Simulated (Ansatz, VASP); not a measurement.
Zn5CdS6: VASP beside Ansatz

```xyz
12
Lattice="3.8946 -0.0004 -0.0002 -1.9477 3.3725 0.0004 -0.0009 0.0014 19.2723" Properties=species:S:1:pos:R:3 pbc="T T T"
Zn   -0.0011    2.2510   19.1928
Zn   -0.0014    2.2497   12.9325
Zn    1.9482    1.1233    3.0440
Zn    1.9479    1.1260    9.8015
Zn    1.9464    1.1252   16.0620
Cd   -0.0021    2.2452    6.4787
S     0.0008    2.2478    2.2822
S     0.0003    2.2508    9.0262
S    -0.0008    2.2493   15.2914
S     1.9453    1.1213    5.3951
S     1.9461    1.1255   12.1606
S     1.9461    1.1266   18.4223
```

Change from the starting cell: cell x1, atoms moved at random (sigma 0.05 Å) and cell strained at random (1.5 %), then relaxed without symmetry.

Alike in both runs: functional PBE; k mesh 6 × 6 × 1; occupations gaussian, width 0.1 eV; no spin polarisation.

Ansatz relaxed the structure, and its values are those at the end. VASP's run is a single point on that final structure, the one shown.

|  | VASP | Ansatz |
| --- | --- | --- |
| version | VASP 6.6.1 | Ansatz 0.2.0 |
| potentials or method | VASP PAW PBE potentials, release 64 (Zn, Cd, S), cutoff 520 eV | scalar-relativistic, plane waves, PAW |
| valence electrons in the cell | 108 | 116 |

VASP gave:

```
gap on the k mesh at the Fermi level (eV) : 1.58
least direct gap on the mesh (eV)         : 1.58
pressure (GPa)                            : 0.2
rms of the force components (eV/Å)        : 0.012
```

What did Ansatz give for the same quantities?

gap on the k mesh at the Fermi level (eV): 1.58; least direct gap on the mesh (eV): 1.58; pressure (GPa): 0.0; rms of the force components (eV/Å): 0.007.

VASP's potentials hold 108 valence electrons a cell and Ansatz's 116, so a difference there can come from the potentials and not from the codes.
